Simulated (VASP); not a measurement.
Write the native input for VASP 6.6.1 that does the following.

| Property | Result |
| --- | --- |
| Task | relaxation of cell and atoms |
| Functional | PBEsol |
| Potentials or basis | VASP PAW PBE potentials, release 64 (Sc_sv, Al) |
| Cutoff | 600 eV |
| k mesh | 6 × 6 × 6 |
| Occupations | methfessel-paxton, width 0.05 eV |
| Spin | no spin polarisation |
| Dipole correction | no |
| Further INCAR settings | ALGO = Normal; EDIFF = 1e-07; IBRION = 2; EDIFFG = -0.01; NSW = 80; ISIF = 3 |

The structure of ScAl3 lies in POSCAR:

```
ScAl3
1.0
    4.0878070000      0.0000000000      0.0000000000
    0.0000000000      4.0878070000      0.0000000000
    0.0000000000      0.0000000000      4.0878070000
Sc Al
1 3
Direct
    0.0000000000      0.0000000000      0.0000000000
    0.5000000000      0.0000000000      0.5000000000
    0.0000000000      0.5000000000      0.5000000000
    0.5000000000      0.5000000000      0.0000000000
```

One way to write it, as run:

INCAR

```
PREC = Accurate
ENCUT = 600
EDIFF = 1E-7
ISMEAR = 1
SIGMA = 0.05
LREAL = F
LASPH = T
NELM = 80
ALGO = Normal
ISIF = 3
LWAVE = F
LCHARG = F
GGA = PS
IBRION = 2
NSW = 80
EDIFFG = -0.01
```

KPOINTS

```
Automatic mesh
0
Gamma
  6 6 6
```

Potentials or basis: VASP PAW PBE potentials, release 64 (Sc_sv, Al).

Launch:

```console
$ cat potpaw_PBE.64/Sc_sv/POTCAR potpaw_PBE.64/Al/POTCAR > POTCAR
$ mpirun -np 1 vasp_std > vasp.out
```

Results of the run:

The relaxed volume is 16.88 Å³/atom and the relaxed cell is a = 4.072 Å, b = 4.072 Å, c = 4.072 Å, α = 90.00°, β = 90.00°, γ = 90.00°. The space group after relaxing (to 0.1 Å) is Pm-3m (No. 221). The energy gained by relaxing is 0.7 meV/atom. The ionic steps are 3, the pressure after relaxing is 0.0 GPa and the band gap on the k mesh is zero (bands 10 and 11 overlap by 3.91 eV).

Caveat: the PAW data sets were made with another functional, which shifts forces and pressure a little.

It took 47 s on 1 thread of Intel(R) Xeon(R) Platinum 8559C (Emerald Rapids), with other jobs on the host, peak memory 0.22 GiB.
